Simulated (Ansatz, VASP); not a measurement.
## Ge2SbO in VASP and in Ansatz

```
CELL_PARAMETERS angstrom
3.09521 0.00000 0.00000
-1.54760 2.68053 0.00000
0.00000 0.00000 9.93207
ATOMIC_POSITIONS crystal
Ge 0.00000 0.00000 0.31983
Ge 0.00000 0.00000 0.68017
Sb 0.00000 0.00000 0.00000
O 0.00000 0.00000 0.50000
```

Alike in both runs: functional PBE; k mesh 18 × 18 × 6; occupations gaussian, width 0.1 eV; no spin polarisation.

Ansatz relaxed the structure, and its values are those at the end. VASP's run is a single point on that final structure, the one shown.

|  | VASP | Ansatz |
| --- | --- | --- |
| version | VASP 6.6.1 | Ansatz 0.2.0 |
| potentials or method | VASP PAW PBE potentials, release 64 (Ge_d, Sb, O), cutoff 520 eV | scalar-relativistic, plane waves, PAW |
| valence electrons in the cell | 39 | 49 |

VASP gave:

```
gap on the k mesh at the Fermi level (eV) : none
pressure (GPa)                            : -0.1
rms of the force components (eV/Å)        : 0.005
```

Question: Which values does Ansatz return?

Answer: gap on the k mesh at the Fermi level (eV): none; pressure (GPa): 0.0; rms of the force components (eV/Å): 0.002.

A gap of «none» marks a metal or a gap that the smearing closes. VASP's potentials hold 39 valence electrons a cell and Ansatz's 49, so a difference there can come from the potentials and not from the codes.

Neither program's run includes spin-orbit coupling.
